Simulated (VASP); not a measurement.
Wanted: the native input for a VASP 6.6.1 run.

```yaml
Task: single point
Functional: PBEsol
Potentials_or_basis: VASP PAW PBE potentials, release 64 (Mg, S)
Cutoff: 600 eV
k_mesh: 6 × 6 × 6
Occupations: gaussian, width 0.02 eV
Spin: no spin polarisation
Dipole_correction: no
Further_INCAR_settings: ALGO = Normal; EDIFF = 1e-06; NBANDS = 11
```

The structure of MgS lies in POSCAR:

```
MgS
1.0
    0.0156060791      2.6015160605      2.5859745410
    2.6015160605      0.0156060791      2.5859745410
    2.6171221396      2.6171221396      0.0000000000
Mg S
1 1
Direct
    0.0000000000      0.0000000000      0.0000000000
    0.5000000000      0.5000000000      0.5000000000
```

This cell differs from its parent crystal: strained cell.

The input as run:

INCAR

```
ALGO = Normal
EDIFF = 1E-6
ENCUT = 600
GGA = PS
GGA_COMPAT = False
ISIF = 2
ISMEAR = 0
LASPH = True
LCHARG = False
LREAL = False
LWAVE = False
NBANDS = 11
NELM = 120
PREC = Accurate
SIGMA = 0.02
```

KPOINTS

```
k-points
0
Gamma
  6 6 6
```

Potentials or basis: VASP PAW PBE potentials, release 64 (Mg, S).

The run is started by

```sh
$ cat potpaw_PBE.64/Mg/POTCAR potpaw_PBE.64/S/POTCAR > POTCAR
$ mpirun -np 1 vasp_std > vasp.out
```

Results of the run:

| Item | Value |
| --- | --- |
| Pressure | -0.6 GPa |
| Band gap on the k mesh | 2.62 eV (least direct gap 3.57 eV) |

Caveat: the cell differs from its parent crystal (strained cell); the PAW data sets were made with another functional, which shifts forces and pressure a little.

Run time: 10 s on 1 thread of AMD EPYC 9R45 96-Core Processor (Zen 5), on a shared host, peak memory 0.15 GiB.
